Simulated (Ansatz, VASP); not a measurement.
## SiC2: VASP beside Ansatz

```
CELL_PARAMETERS angstrom
2.47073 0.00000 0.00000
-1.23537 2.13972 0.00000
0.00000 0.00000 9.02103
ATOMIC_POSITIONS crystal
Si 0.00000 0.00000 0.50000
C 0.66667 0.33333 0.00000
C 0.33333 0.66667 0.00000
```

Alike in both runs: functional PBE; k mesh 24 × 24 × 6; occupations gaussian, width 0.1 eV; no spin polarisation.

Ansatz relaxed the structure, and its values are those at the end. VASP's run is a single point on that final structure, the one shown.

|  | VASP | Ansatz |
| --- | --- | --- |
| version | VASP 6.6.1 | Ansatz 0.2.0 |
| potentials or method | VASP PAW PBE potentials, release 64 (Si, C), cutoff 520 eV | scalar-relativistic, plane waves, PAW |
| valence electrons in the cell | 12 | 12 |

```csv
,VASP,Ansatz,Ansatz less VASP
gap on the k mesh at the Fermi level (eV),none,none,-
pressure (GPa),0.1,0.0,-0.14
```

A gap of «none» marks a metal or a gap that the smearing closes. With one functional, cell and mesh, what is left measures potentials, basis and numerics.
